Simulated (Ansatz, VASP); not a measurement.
BaTiO3: VASP beside Ansatz

```
CELL_PARAMETERS angstrom
4.03911 0.00000 0.00000
0.00000 4.03911 0.00000
0.00000 0.00000 4.03911
ATOMIC_POSITIONS crystal
Ba 0.50000 0.50000 0.50000
Ti 0.00000 0.00000 0.00000
O 0.50000 0.00000 0.00000
O 0.00000 0.50000 0.00000
O 0.00000 0.00000 0.50000
```

Alike in both runs: task single point; functional PBE; k mesh 6 × 6 × 6; no spin polarisation.

```csv
,VASP,Ansatz
version,VASP 6.6.1,Ansatz 0.2.0
potentials or method,"VASP PAW PBE potentials, release 64 (Ba_sv, Ti_sv, O), cutoff 520 eV","plane waves, PAW"
occupations,"gaussian, width 0.01 eV",fixed
valence electrons in the cell,40,40
```

|  | VASP | Ansatz | Ansatz less VASP |
| --- | --- | --- | --- |
| pressure (GPa) | -0.7 | -2.3 | -1.63 |

Spin-orbit coupling is off throughout.
